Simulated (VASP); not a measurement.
A run of VASP 6.6.1:

File INCAR:

```
PREC = Accurate
ENCUT = 520
EDIFF = 1E-7
ISMEAR = 0
SIGMA = 0.15
LREAL = F
LASPH = T
NELM = 80
ALGO = Fast
ISIF = 2
LWAVE = F
LCHARG = F
GGA = PE
NBANDS = 20
```

File KPOINTS:

```
Automatic mesh
0
Gamma
  21 21 10
```

File POSCAR:

```
V
1.0
    2.6042941027      0.0000000000      0.0000000000
   -1.3021470513      2.2553848518      0.0000000000
    0.0000000000      0.0000000000      4.7233360000
V
2
Direct
    0.4739427413      0.1922496281      0.7500000000
    0.3333333333      0.6666666667      0.2500000000
```

Potentials or basis: VASP PAW PBE potentials, release 64 (V_sv).

The run is started by

```bash
$ cat potpaw_PBE.64/V_sv/POTCAR > POTCAR
$ mpirun -np 1 vasp_std > vasp.out
```

Hardware: 1 thread of Intel Xeon 8259CL (shared host).

Problem. Estimate the wall time of this run.

Solution. It took 20 min on 1 thread of Intel Xeon 8259CL, with other jobs on the host, peak memory 0.64 GiB. Counts: scf iterations 16, k points 1326.
